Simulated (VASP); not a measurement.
A run of VASP 6.6.1 is set up as follows.

File INCAR:

```
PREC = Accurate
ENCUT = 520
EDIFF = 1E-6
ISMEAR = -1
SIGMA = 0.02
LREAL = False
LASPH = True
NELM = 100
ALGO = Normal
ISIF = 2
LWAVE = False
LCHARG = False
GGA = PE
NBANDS = 19
```

Contents of KPOINTS:

```
Automatic mesh
0
Gamma
  10 10 10
```

POSCAR

```
TiO2
1.0
   -0.0479365451      2.3968272525      2.3968272525
    2.3968272525     -0.0479365451      2.3968272525
    2.3488907075      2.3488907075      0.0000000000
Ti O
1 2
Direct
    0.0000000000      0.0000000000      0.0000000000
    0.2522379158      0.2522379158      0.2477620842
    0.7477620842      0.7477620842      0.7522379158
```

Potentials or basis: VASP PAW PBE potentials, release 64 (Ti_sv, O).

The run is started by

```bash
$ cat potpaw_PBE.64/Ti_sv/POTCAR potpaw_PBE.64/O/POTCAR > POTCAR
$ mpirun -np 1 vasp_std > vasp.out
```

Predict the pressure.

7.0 GPa.

What does it give for the band gap on the k mesh?

1.13 eV (least direct gap 1.84 eV).

What does it give for the largest force?

0.035 eV/Å.

Stress tensor (GPa, compression positive):
```
6.97 1.47 0.00
1.47 6.97 0.00
0.00 0.00 7.00
```

Caveat: the cell differs from its parent crystal (shear xy strain -4.0%); the cell stands under pressure. A k mesh can miss the band edges.
